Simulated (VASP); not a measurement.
# AlRu (Pm-3m) in VASP: a series of runs

AlRu is run at these levels: PBE, RPBE; tasks: single point.

All numbers are computed with VASP 6.6.1; they aren't measurements. Logs are shortened: lines on timing, memory, paths and dates and some standing lists are left out, and cuts for length are marked.

## (1) The cell of the first run

Symmetry: Pm-3m, No. 221, cubic system. Conventional cell: a = 2.982 Å, b = 2.982 Å, c = 2.982 Å, α = 90.00°, β = 90.00°, γ = 90.00°. Within 3.4 Å of Al (site symmetry m-3m) lie 8 Ru at 2.58 Å and 6 Al at 2.98 Å. Within 3.4 Å of Ru (site symmetry m-3m) lie 8 Al at 2.58 Å and 6 Ru at 2.98 Å.

## (2) Single point, PBE

INCAR

```
SYSTEM = AlRu
ALGO = Fast
EDIFF = 1E-7
ENCUT = 520
GGA = PE
ISIF = 2
ISMEAR = 0
LASPH = .TRUE.
LCHARG = .FALSE.
LREAL = .FALSE.
LWAVE = .FALSE.
NBANDS = 16
NELM = 80
PREC = Accurate
SIGMA = 0.1
```

KPOINTS

```
k-points
0
G
  6 6 6
  0 0 0
```

POSCAR

```
AlRu
1.0
    2.9824954400      0.0000000000      0.0000000000
    0.0000000000      2.9824954400      0.0000000000
    0.0000000000      0.0000000000      2.9824954400
Al Ru
1 1
Direct
    0.0000000000      0.0000000000      0.0000000000
    0.5000000000      0.5000000000      0.5000000000
```

Potentials or basis: VASP PAW PBE potentials, release 64 (Al, Ru_pv).

Command:

```sh
$ cat potpaw_PBE.64/Al/POTCAR potpaw_PBE.64/Ru_pv/POTCAR > POTCAR
$ mpirun -np 1 vasp_std > vasp.out
```

OUTCAR:

```text
SYSTEM = AlRu
   EDIFF = 1E-7
   ENCUT = 520
   GGA = PE
   ISIF = 2
   ISMEAR = 0
   LASPH = .TRUE.
   LREAL = .FALSE.
   NELM = 80
   PREC = Accurate

 ion  position               nearest neighbor table
   1  0.000  0.000  0.000-   2 2.58   2 2.58   2 2.58   2 2.58   2 2.58   2 2.58   2 2.58   2 2.58

   2  0.500  0.500  0.500-   1 2.58   1 2.58   1 2.58   1 2.58   1 2.58   1 2.58   1 2.58   1 2.58

  LATTYP: Found a simple cubic cell.
 ALAT       =     2.9824954400

  Lattice vectors:

 A1 = (   2.9824954400,   0.0000000000,   0.0000000000)
 A2 = (   0.0000000000,   2.9824954400,   0.0000000000)
 A3 = (   0.0000000000,   0.0000000000,   2.9824954400)

Analysis of symmetry for initial positions (statically):
=====================================================================
 Subroutine PRICEL returns:
 Original cell was already a primitive cell.

 Routine SETGRP: Setting up the symmetry group for a
 simple cubic supercell.

 Subroutine GETGRP returns: Found 48 space group operations
 (whereof 48 operations were pure point group operations)
 out of a pool of 48 trial point group operations.

The static configuration has the point symmetry O_h .

Analysis of symmetry for dynamics (positions and initial velocities):
=====================================================================
 Subroutine PRICEL returns:
 Original cell was already a primitive cell.

 Routine SETGRP: Setting up the symmetry group for a
 simple cubic supercell.

 Subroutine GETGRP returns: Found 48 space group operations
 (whereof 48 operations were pure point group operations)
 out of a pool of 48 trial point group operations.

The dynamic configuration has the point symmetry O_h .

 Subroutine INISYM returns: Found 48 space group operations
 (whereof 48 operations are pure point group operations),
 and found     1 'primitive' translations

----------------------------------------------------------------------------------------

                                     Primitive cell

  volume of cell :      26.5301

  direct lattice vectors                    reciprocal lattice vectors
     2.982495440  0.000000000  0.000000000     0.335289700  0.000000000  0.000000000
     0.000000000  2.982495440  0.000000000     0.000000000  0.335289700  0.000000000
     0.000000000  0.000000000  2.982495440     0.000000000  0.000000000  0.335289700

  length of vectors
     2.982495440  2.982495440  2.982495440     0.335289700  0.335289700  0.335289700

  position of ions in fractional coordinates (direct lattice)
     0.000000000  0.000000000  0.000000000
     0.500000000  0.500000000  0.500000000
[... 74 lines left out ...]
   EDIFFG = 0.1E-05   stopping-criterion for IOM
   NSW    =      0    number of steps for IOM
   IBRION =     -1    ionic relax: 0-MD 1-quasi-New 2-CG
   NFREE  =      0    steps in history (QN), initial steepest desc. (CG)
   ISIF   =      2    stress and relaxation
   ISYM   =      2    0-nonsym 1-usesym 2-fastsym
   POTIM  = 0.5000    time-step for ionic-motion
   TEBEG  =    0.0;   TEEND  =   0.0 temperature during run
   PSTRESS=    0.0 pullay stress
   NELECT =      17.0000    total number of electrons
   NUPDOWN=      -1.0000    fix difference up-down
   EMIN   =  10.00;   EMAX   =-10.00  energy-range for DOS
   EFERMI =   0.00;   METHOD = LEGACY
   ISMEAR =     0;   SIGMA  =   0.10  broadening in eV -4-tet -1-fermi 0-gaus
   EFERMI_NEDOS =   21; number of points for ismear=-14 and -15
   IALGO  =     68    algorithm
   IMIX   =      4    mixing-type and parameters
     AMIX     =   0.40;   BMIX     =  1.00
     AMIX_MAG =   1.60;   BMIX_MAG =  1.00
  volume/ion in A,a.u.               =      13.27        89.52
  Fermi-wavevector in a.u.,A,eV,Ry     =   1.411382  2.667126 27.102807  1.992000
  Thomas-Fermi vector in A             =   2.533239
   LORBIT       =      0    0 simple, 1 ext, 2 COOP (PROOUT), +10 PAW based schemes
   GGA     = PE    functional components
   LHFCALC =     F    Hartree Fock is set to
   AEXX    =    0.0000 exact exchange contribution
   IVDW    =     0    specifies the selected vdW correction
   LEPSILON=     F    determine dielectric tensor
   LRPA    =     F    only Hartree local field effects (RPA)
 non-spin polarized calculation
 RMM-DIIS sequential band-by-band and
 Gauss-broadening in eV      SIGMA  =   0.10
  energy-cutoff  :      520.00
  volume of cell :       26.53
 maximum number of plane-waves:       739
 NGX is ok and might be reduce to    24
   NGX = 11   NGY = 11   NGZ = 11

 number of electron      16.9999995 magnetization

 Free energy of the ion-electron system (eV)
  ---------------------------------------------------
  ext. energy  EPLUGINS =         0.00000000
  ---------------------------------------------------
  free energy    TOTEN  =       -14.25316483 eV

  energy without entropy =      -14.24009229  energy(sigma->0) =      -14.24662856

 E-fermi :  10.7153     XC(G=0): -12.6154

 val. band max:       10.7127895340   @ k =   0.3333   0.1667   0.0000
 cond. band min:      10.7909767761   @ k =   0.5000   0.1667   0.0000
 fundamental gap:      0.0781872421
 Fermi energy:        10.7153022717

 k-point     1 :       0.0000    0.0000    0.0000
  band No.  band energies     occupation
      1     -30.9351      2.00000
      2     -30.9351      2.00000
      3     -30.9351      2.00000
      4       1.1160      2.00000
      5       7.2375      2.00000
      6       7.2375      2.00000
[... 357 lines left out ...]
      3     -31.0998      2.00000
      4       6.1556      2.00000
      5       6.1556      2.00000
      6       6.1556      2.00000
[... 8 lines left out ...]
     15      19.4529      0.00000
     16      22.8891      0.00000

------------------------ aborting loop because EDIFF is reached ----------------------------------------

  FORCE on cell =-STRESS in cart. coord.  units (eV):
  Direction    XX          YY          ZZ          XY          YZ          ZX
  --------------------------------------------------------------------------------------
  -------------------------------------------------------------------------------------
  Total        0.7418342      0.7418342      0.7418342      0.0000000     -0.0000000     -0.0000000
  in kB       44.8000084     44.8000084     44.8000084      0.0000000     -0.0000000     -0.0000000
  external PRESSURE =      44.8000084 kB  Pullay stress =       0.0000000 kB

 VOLUME and BASIS-vectors are now :
 -----------------------------------------------------------------------------
  energy-cutoff  :      520.00
  volume of cell :       26.53
      direct lattice vectors                 reciprocal lattice vectors
     2.982495440  0.000000000  0.000000000     0.335289700  0.000000000  0.000000000
     0.000000000  2.982495440  0.000000000     0.000000000  0.335289700  0.000000000
     0.000000000  0.000000000  2.982495440     0.000000000  0.000000000  0.335289700

 POSITION                                       TOTAL-FORCE (eV/Angst)
 -----------------------------------------------------------------------------------
      0.00000      0.00000      0.00000         0.000000      0.000000      0.000000
      1.49125      1.49125      1.49125         0.000000      0.000000      0.000000
 -----------------------------------------------------------------------------------
    total drift:                                0.000000     -0.000000     -0.000000

  FREE ENERGIE OF THE ION-ELECTRON SYSTEM (eV)
  ---------------------------------------------------
  free  energy   TOTEN  =       -14.2531648343 eV

  energy  without entropy=      -14.2400922919  energy(sigma->0) =      -14.24662856
```

stdout:

```text
POSCAR found type information on POSCAR AlRu
 POSCAR found :  2 types and       2 ions
 scaLAPACK will be used
 LDA part: xc-table for (Slater+PW92), standard interpolation
 POSCAR, INCAR and KPOINTS ok, starting setup
 FFT: planning ... GRIDC
 FFT: planning ... GRID_SOFT
 FFT: planning ... GRID
 WAVECAR not read
 entering main loop
```

Run time: 5.2 s. Hardware: 1 thread of Intel Xeon 6975P-C, shared host; peak memory 0.13 GiB.

What came out:

```
Free energy : -14.2532 eV
Pressure    : 4.5 GPa
```

## (3) Single point, RPBE

INCAR

```
ALGO = Normal
EDIFF = 1E-6
ENCUT = 520
GGA = RP
ISIF = 2
ISMEAR = -1
LASPH = T
LCHARG = F
LREAL = F
LWAVE = F
NBANDS = 16
NELM = 100
PREC = Accurate
SIGMA = 0.008617333262145177
```

KPOINTS

```
k-points
0
Gamma
  6 6 6
```

POSCAR is that of step 2.

Potentials or basis: VASP PAW PBE potentials, release 64 (Al, Ru_pv).

Command:

```sh
$ cat potpaw_PBE.64/Al/POTCAR potpaw_PBE.64/Ru_pv/POTCAR > POTCAR
$ mpirun -np 1 vasp_std > vasp.out
```

OUTCAR:

```text
EDIFF = 1E-6
   ENCUT = 520
   GGA = RP
   ISIF = 2
   ISMEAR = -1
   LASPH = T
   LREAL = F
   NELM = 100
   PREC = Accurate

 ion  position               nearest neighbor table
   1  0.000  0.000  0.000-   2 2.58   2 2.58   2 2.58   2 2.58   2 2.58   2 2.58   2 2.58   2 2.58

   2  0.500  0.500  0.500-   1 2.58   1 2.58   1 2.58   1 2.58   1 2.58   1 2.58   1 2.58   1 2.58

  LATTYP: Found a simple cubic cell.
 ALAT       =     2.9824954400
[... 561 lines left out ...]
     16      23.0216      0.00000

------------------------ aborting loop because EDIFF is reached ----------------------------------------

  FORCE on cell =-STRESS in cart. coord.  units (eV):
  Direction    XX          YY          ZZ          XY          YZ          ZX
  --------------------------------------------------------------------------------------
  -------------------------------------------------------------------------------------
  Total        1.3044116      1.3044116      1.3044116      0.0000000      0.0000000     -0.0000000
  in kB       78.7745399     78.7745399     78.7745399      0.0000000      0.0000000     -0.0000000
  external PRESSURE =      78.7745399 kB  Pullay stress =       0.0000000 kB

 VOLUME and BASIS-vectors are now :
 -----------------------------------------------------------------------------
  energy-cutoff  :      520.00
  volume of cell :       26.53
      direct lattice vectors                 reciprocal lattice vectors
     2.982495440  0.000000000  0.000000000     0.335289700  0.000000000  0.000000000
     0.000000000  2.982495440  0.000000000     0.000000000  0.335289700  0.000000000
     0.000000000  0.000000000  2.982495440     0.000000000  0.000000000  0.335289700

 POSITION                                       TOTAL-FORCE (eV/Angst)
 -----------------------------------------------------------------------------------
      0.00000      0.00000      0.00000         0.000000      0.000000      0.000000
      1.49125      1.49125      1.49125         0.000000      0.000000      0.000000
 -----------------------------------------------------------------------------------
    total drift:                                0.000000     -0.000000     -0.000000

  FREE ENERGIE OF THE ION-ELECTRON SYSTEM (eV)
  ---------------------------------------------------
  free  energy   TOTEN  =       -13.3390688073 eV

  energy  without entropy=      -13.3377672999  energy(sigma->0) =      -13.33841805
```

OSZICAR:

```text
N       E                     dE             d eps       ncg     rms          rms(c)
DAV:   1     0.115900906514E+03    0.11590E+03   -0.89554E+03   648   0.975E+02
DAV:   2    -0.122850735006E+02   -0.12819E+03   -0.12213E+03   744   0.293E+02
DAV:   3    -0.139396702423E+02   -0.16546E+01   -0.16506E+01   776   0.358E+01
DAV:   4    -0.139528183946E+02   -0.13148E-01   -0.13099E-01   824   0.323E+00
DAV:   5    -0.139530336773E+02   -0.21528E-03   -0.21511E-03   760   0.403E-01    0.121E+01
DAV:   6    -0.134041132010E+02    0.54892E+00   -0.19525E+00   696   0.153E+01    0.246E+00
DAV:   7    -0.133539028884E+02    0.50210E-01   -0.11728E-01   656   0.386E+00    0.204E+00
DAV:   8    -0.133392104843E+02    0.14692E-01   -0.15926E-02   728   0.107E+00    0.178E-01
DAV:   9    -0.133390712697E+02    0.13921E-03   -0.25349E-04   832   0.140E-01    0.121E-01
DAV:  10    -0.133390695590E+02    0.17108E-05   -0.23937E-05   736   0.558E-02    0.417E-03
DAV:  11    -0.133390688073E+02    0.75164E-06   -0.53734E-07   608   0.730E-03
   1 F= -.13339069E+02 E0= -.13338418E+02  d E =-.130151E-02
```

Run time: 4.2 s. Hardware: 1 thread of Intel Xeon 6975P-C, shared host; peak memory 0.14 GiB.

Results:

```
Free energy : -13.3391 eV
Pressure    : 7.9 GPa
```

Caveat: the PAW data sets were made with another functional, which shifts forces and pressure a little.

## (4) Single point, PBE

INCAR

```
  PREC = Accurate
  ENCUT = 520
  EDIFF = 1E-6
  ISMEAR = 0
  SIGMA = 0.1
  LREAL = False
  LASPH = True
  NELM = 80
  ALGO = Normal
  ISIF = 2
  LWAVE = False
  LCHARG = False
  GGA = PE
  NBANDS = 16
```

KPOINTS

```
regular mesh
0
Gamma
  6 6 6
```

POSCAR

```
AlRu
1.0
    2.9815009433      0.0000000000      0.0000000000
    0.0000000000      2.9815009433      0.0000000000
    0.0000000000      0.0000000000      2.9815009433
Al Ru
1 1
Direct
    0.0000000000      0.0000000000      0.0000000000
    0.5000000000      0.5000000000      0.5000000000
```

Potentials or basis: VASP PAW PBE potentials, release 64 (Al, Ru_pv).

Command:

```sh
$ cat potpaw_PBE.64/Al/POTCAR potpaw_PBE.64/Ru_pv/POTCAR > POTCAR
$ mpirun -np 1 vasp_std > vasp.out
```

OUTCAR:

```text
PREC = Accurate
   ENCUT = 520
   EDIFF = 1E-6
   ISMEAR = 0
   LREAL = False
   LASPH = True
   NELM = 80
   ISIF = 2
   GGA = PE

 ion  position               nearest neighbor table
   1  0.000  0.000  0.000-   2 2.58   2 2.58   2 2.58   2 2.58   2 2.58   2 2.58   2 2.58   2 2.58

   2  0.500  0.500  0.500-   1 2.58   1 2.58   1 2.58   1 2.58   1 2.58   1 2.58   1 2.58   1 2.58

  LATTYP: Found a simple cubic cell.
 ALAT       =     2.9815009433

  Lattice vectors:

 A1 = (   2.9815009433,   0.0000000000,   0.0000000000)
 A2 = (   0.0000000000,   2.9815009433,   0.0000000000)
 A3 = (   0.0000000000,   0.0000000000,   2.9815009433)

Analysis of symmetry for initial positions (statically):
=====================================================================
 Subroutine PRICEL returns:
 Original cell was already a primitive cell.

 Routine SETGRP: Setting up the symmetry group for a
 simple cubic supercell.

 Subroutine GETGRP returns: Found 48 space group operations
 (whereof 48 operations were pure point group operations)
 out of a pool of 48 trial point group operations.

The static configuration has the point symmetry O_h .

Analysis of symmetry for dynamics (positions and initial velocities):
=====================================================================
 Subroutine PRICEL returns:
 Original cell was already a primitive cell.

 Routine SETGRP: Setting up the symmetry group for a
 simple cubic supercell.

 Subroutine GETGRP returns: Found 48 space group operations
 (whereof 48 operations were pure point group operations)
 out of a pool of 48 trial point group operations.

The dynamic configuration has the point symmetry O_h .

 Subroutine INISYM returns: Found 48 space group operations
 (whereof 48 operations are pure point group operations),
 and found     1 'primitive' translations

----------------------------------------------------------------------------------------

                                     Primitive cell
[... 106 lines left out ...]
     AMIX_MAG =   1.60;   BMIX_MAG =  1.00
  volume/ion in A,a.u.               =      13.25        89.43
  Fermi-wavevector in a.u.,A,eV,Ry     =   1.411853  2.668016 27.120891  1.993329
  Thomas-Fermi vector in A             =   2.533662
   LORBIT       =      0    0 simple, 1 ext, 2 COOP (PROOUT), +10 PAW based schemes
   GGA     = PE    functional components
   LHFCALC =     F    Hartree Fock is set to
   AEXX    =    0.0000 exact exchange contribution
   IVDW    =     0    specifies the selected vdW correction
   LEPSILON=     F    determine dielectric tensor
   LRPA    =     F    only Hartree local field effects (RPA)
 non-spin polarized calculation
 Gauss-broadening in eV      SIGMA  =   0.10
  energy-cutoff  :      520.00
  volume of cell :       26.50
 maximum number of plane-waves:       739
 NGX is ok and might be reduce to    24
   NGX = 11   NGY = 11   NGZ = 11

 number of electron      16.9999995 magnetization

 Free energy of the ion-electron system (eV)
  ---------------------------------------------------
  ext. energy  EPLUGINS =         0.00000000
  ---------------------------------------------------
  free energy    TOTEN  =       -14.25239227 eV

  energy without entropy =      -14.23932890  energy(sigma->0) =      -14.24586058

 E-fermi :  10.7292     XC(G=0): -12.6206

 val. band max:       10.7267553000   @ k =   0.3333   0.1667   0.0000
 cond. band min:      10.8050526701   @ k =   0.5000   0.1667   0.0000
 fundamental gap:      0.0782973701
 Fermi energy:        10.7292372200

 k-point     1 :       0.0000    0.0000    0.0000
  band No.  band energies     occupation
      1     -30.9212      2.00000
      2     -30.9212      2.00000
      3     -30.9212      2.00000
      4       1.1244      2.00000
      5       7.2461      2.00000
      6       7.2461      2.00000
[... 357 lines left out ...]
      3     -31.0865      2.00000
      4       6.1641      2.00000
      5       6.1641      2.00000
      6       6.1641      2.00000
[... 8 lines left out ...]
     15      19.4766      0.00000
     16      22.8558      0.00000

------------------------ aborting loop because EDIFF is reached ----------------------------------------

  FORCE on cell =-STRESS in cart. coord.  units (eV):
  Direction    XX          YY          ZZ          XY          YZ          ZX
  --------------------------------------------------------------------------------------
  -------------------------------------------------------------------------------------
  Total        0.7794179      0.7794179      0.7794179     -0.0000000     -0.0000000     -0.0000000
  in kB       47.1168335     47.1168335     47.1168335     -0.0000000     -0.0000000     -0.0000000
  external PRESSURE =      47.1168335 kB  Pullay stress =       0.0000000 kB

 VOLUME and BASIS-vectors are now :
 -----------------------------------------------------------------------------
  energy-cutoff  :      520.00
  volume of cell :       26.50
      direct lattice vectors                 reciprocal lattice vectors
     2.981500943  0.000000000  0.000000000     0.335401537  0.000000000  0.000000000
     0.000000000  2.981500943  0.000000000     0.000000000  0.335401537  0.000000000
     0.000000000  0.000000000  2.981500943     0.000000000  0.000000000  0.335401537

 POSITION                                       TOTAL-FORCE (eV/Angst)
 -----------------------------------------------------------------------------------
      0.00000      0.00000      0.00000         0.000000      0.000000      0.000000
      1.49075      1.49075      1.49075         0.000000      0.000000      0.000000
 -----------------------------------------------------------------------------------
    total drift:                                0.000000     -0.000000     -0.000000

  FREE ENERGIE OF THE ION-ELECTRON SYSTEM (eV)
  ---------------------------------------------------
  free  energy   TOTEN  =       -14.2523922674 eV

  energy  without entropy=      -14.2393288991  energy(sigma->0) =      -14.24586058
```

It took 4.5 s on 1 thread of Intel Xeon 6975P-C, shared host; peak memory 0.14 GiB.

What came out:

* Free energy: -14.2524 eV
* Pressure: 4.7 GPa

(Continued in part 2 of 2.)
